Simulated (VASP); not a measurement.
# InAs: single point with PBEsol

InAs:

```
In As
1.0
     0.00000    2.99808    3.13504
     2.99808    0.00000    3.13504
     2.99808    2.99808    0.00000
In As
1 1
Direct
  0.00000 0.00000 0.00000
  0.75000 0.75000 0.75000
```

This cell differs from its parent crystal: strain -0.015 along x and y, +0.030 along z.

| Item | Value |
| --- | --- |
| Program | VASP 6.6.1 |
| Task | single point |
| Functional | PBEsol |
| Potentials or basis | VASP PAW PBE potentials, release 64 (In_d, As) |
| Cutoff | 520 eV |
| k mesh | 18 × 18 × 18 |
| Occupations | gaussian, width 0.15 eV |
| Spin | no spin polarisation |

```
Pressure               : 0.1 GPa
Band gap on the k mesh : zero (filled and empty bands touch)
```

Stress tensor (GPa, compression positive):
```
 0.63  0.00  0.00
 0.00  0.63  0.00
 0.00  0.00 -1.05
```

Levels at points of the mesh, in eV from the Fermi level:
```
           k point  band 7  band 8  band 9  band 10  band 11  band 12
(0.00, 0.00, 0.00)   -0.60   -0.37   -0.14    -0.14     3.62     3.62
(0.50, 0.00, 0.00)   -5.92   -1.33   -1.03     0.60     4.29     4.54
(0.50, 0.50, 0.00)   -6.17   -2.32   -2.32     1.41     2.03     8.48
(0.50, 0.00, 0.50)   -5.92   -2.57   -2.56     1.19     1.64     8.61
```

It took 4.4 min on 1 thread of Intel Xeon 8259CL, with other jobs on the host, peak memory 0.54 GiB.

Caveat: the cell differs from its parent crystal (strain -0.015 along x and y, +0.030 along z); semilocal functionals underestimate gaps, and a narrow one can read as zero; the PAW data sets were made with another functional, which shifts forces and pressure a little; spin-orbit coupling is left out, which moves the levels of the heavy elements.
